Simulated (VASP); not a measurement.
Input of a VASP 6.6.1 run:

File POSCAR:

```
TiC
1.0
    0.0000000000      2.1631850000      2.1631850000
    2.1631850000      0.0000000000      2.1631850000
    2.1631850000      2.1631850000      0.0000000000
Ti C
1 1
Direct
    0.0000000000      0.0000000000      0.0000000000
    0.5000000000      0.5000000000      0.5000000000
```

File INCAR.step1:

```
PREC = Accurate ; ENCUT = 660
ISMEAR = 1 ; SIGMA = 0.005
LREAL = False ; LASPH = True
NELM = 200 ; ISPIN = 2
MAGMOM = 1 2 ; LMAXMIX = 4
NBANDS = 19 ; GGA = PE
ALGO = Normal ; EDIFF = 1E-5
LWAVE = True ; LCHARG = False
GGA_COMPAT = False
```

Contents of INCAR.step2:

```
PREC = Accurate ; ENCUT = 660
EDIFF = 1E-6 ; ISMEAR = 1
SIGMA = 0.005 ; LREAL = False
LASPH = True ; NELM = 200
ALGO = Normal ; ISIF = 2
LWAVE = False ; LCHARG = True
ISPIN = 2 ; MAGMOM = 1 2
LORBIT = 11 ; LMAXMIX = 4
METAGGA = R2SCAN ; LMIXTAU = True
LELF = True ; LVHAR = True
NBANDS = 19 ; ISTART = 1
GGA_COMPAT = False
```

File KPOINTS:

```
Automatic mesh
0
Gamma
  7 7 7
```

Potentials or basis: VASP PAW PBE potentials, release 64 (Ti_sv, C).

Launch:

```sh
$ cat potpaw_PBE.64/Ti_sv/POTCAR potpaw_PBE.64/C/POTCAR > POTCAR
$ cp INCAR.step1 INCAR
$ mpirun -np 1 vasp_std > vasp.out
$ cp INCAR.step2 INCAR
$ mpirun -np 1 vasp_std > vasp.out
```

Task: Estimate the net moment.

Result: -0.02 μB per cell.

Task: Estimate the band gap on the k mesh.

Result: Zero (filled and empty bands overlap).

Task: Predict the pressure.

Result: 1.2 GPa.

Caveat: the PAW data sets were made with another functional, which shifts forces and pressure a little.
